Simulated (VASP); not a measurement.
## Na2B5: single point with PBE

The system is Na2B5.

```
Na B
1.0
     3.88947    0.00000    0.00000
     0.00000    3.88947    0.00000
     0.00000    0.00000    4.94711
Na B
2 5
Direct
  0.50000 0.50000 0.24581
  0.50000 0.50000 0.75419
  0.35341 0.00000 0.00000
  0.64659 0.00000 0.00000
  0.00000 0.35341 0.00000
  0.00000 0.64659 0.00000
  0.00000 0.00000 0.00000
```

The cell was built from a structure type or drawn by symmetry, and may not be a known phase.

```
Program                : VASP 6.6.1
Task                   : single point
Functional             : PBE
Potentials or basis    : VASP PAW PBE potentials, release 64 (Na_pv, B)
Cutoff                 : 520 eV
k mesh                 : 4 × 4 × 4
Occupations            : gaussian, width 0.1 eV
Spin                   : no spin polarisation
Dipole correction      : no
Further INCAR settings : ALGO = Normal; EDIFF = 1e-06; NBANDS = 24
```

The pressure is 96.5 GPa and the largest force is 23.975 eV/Å. The band gap on the k mesh is zero (an odd number of electrons rules out a gap without spin polarisation).

Forces on the atoms (eV/Å):
```
Na    0.000   0.000   2.495
Na    0.000   0.000  -2.495
B   -23.975   0.000   0.000
B    23.975   0.000   0.000
B     0.000 -23.975   0.000
B     0.000  23.975   0.000
B     0.000   0.000   0.000
```

Stress tensor (GPa, compression positive):
```
134.66   0.00   0.00
  0.00 134.66   0.00
  0.00   0.00  20.26
```

Levels at points of the mesh, in eV from the Fermi level:
| k point | band 12 | band 13 | band 14 | band 15 | band 16 | band 17 | band 18 | band 19 |
| --- | --- | --- | --- | --- | --- | --- | --- | --- |
| (0.00, 0.00, 0.00) | -6.70 | -0.61 | -0.49 | 0.56 | 0.56 | 1.21 | 4.89 | 4.89 |
| (0.50, 0.00, 0.00) | -5.35 | -4.19 | -3.15 | -0.31 | 1.64 | 1.71 | 2.84 | 5.19 |
| (0.50, 0.50, 0.00) | -5.31 | -3.31 | -2.74 | -2.74 | 2.62 | 3.52 | 3.52 | 4.09 |
| (0.00, 0.00, 0.50) | -7.21 | -0.88 | 0.56 | 0.56 | 1.20 | 1.23 | 4.09 | 4.09 |
| (0.50, 0.00, 0.50) | -5.64 | -4.18 | -3.77 | -0.24 | 2.57 | 3.21 | 3.86 | 4.64 |
| (0.50, 0.50, 0.50) | -5.30 | -3.66 | -3.15 | -3.15 | 2.63 | 3.00 | 5.59 | 5.59 |

Wall time 16 s on 1 thread of Intel(R) Xeon(R) 6975P-C (Granite Rapids) (shared host), peak memory 0.18 GiB.

Caveat: the k points lie up to 0.40 Å⁻¹ apart, too coarse for converged energies and pressures of a metal; atoms lie so close that the PAW spheres overlap strongly, which falsifies energies and pressures; forces of over 1 eV/Å act on the atoms, so gaps and moduli don't describe the material at rest.
